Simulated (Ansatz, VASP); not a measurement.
## Ta2Tl in VASP and in Ansatz

```xyz
6
Lattice="3.0358 0.0000 0.0000 -1.5179 2.6291 0.0000 0.0000 0.0000 15.1975" Properties=species:S:1:pos:R:3 pbc="T T T"
Ta    1.5179    0.8764    6.3581
Ta    0.0000    1.7527   13.9568
Ta    1.5179    0.8764    1.2406
Ta    0.0000    1.7527    8.8394
Tl    1.5179    0.8764   11.3981
Tl    0.0000    1.7527    3.7994
```

Change from the starting cell: species swapped into the ReB2 type (P6_3/mmc, No. 194).

Alike in both runs: functional PBE; k mesh 12 × 12 × 4; occupations gaussian, width 0.1 eV; no spin polarisation.

Ansatz relaxed the structure, and its values are those at the end. VASP's run is a single point on that final structure, the one shown.

|  | VASP | Ansatz |
| --- | --- | --- |
| version | VASP 6.6.1 | Ansatz 0.2.0 |
| potentials or method | VASP PAW PBE potentials, release 64 (Ta_pv, Tl_d), cutoff 520 eV | scalar-relativistic, plane waves, PAW |
| valence electrons in the cell | 70 | 78 |

```csv
,VASP,Ansatz,Ansatz less VASP
gap on the k mesh at the Fermi level (eV),none,none,-
pressure (GPa),0.0,0.0,+0.03
```

A gap of «none» marks a metal or a gap that the smearing closes. VASP's potentials hold 70 valence electrons a cell and Ansatz's 78, so a difference there can come from the potentials and not from the codes.

Neither program's run includes spin-orbit coupling.
